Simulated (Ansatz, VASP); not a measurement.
C: VASP beside Ansatz

```
C
1.0
     2.46651    0.00000    0.00000
    -1.23326    2.13606    0.00000
     0.00000    0.00000    8.52969
C
4
Direct
  0.00000 0.00000 0.25000
  0.00000 0.00000 0.75000
  0.33333 0.66667 0.25000
  0.66667 0.33333 0.75000
```

Alike in both runs: functional PBE; k mesh 21 × 21 × 6; occupations gaussian, width 0.1 eV; no spin polarisation.

Ansatz relaxed the structure, and its values are those at the end. VASP's run is a single point on that final structure, the one shown.

|  | VASP | Ansatz |
| --- | --- | --- |
| version | VASP 6.6.1 | Ansatz 0.2.0 |
| potentials or method | VASP PAW PBE potentials, release 64 (C), cutoff 520 eV | scalar-relativistic, plane waves, PAW |
| valence electrons in the cell | 16 | 16 |

```csv
,VASP,Ansatz,Ansatz less VASP
gap on the k mesh at the Fermi level (eV),none,none,-
pressure (GPa),0.4,0.0,-0.35
```

A gap of «none» marks a metal or a gap that the smearing closes. The functional is the same, so the differences come from potentials, cutoffs and numerics.
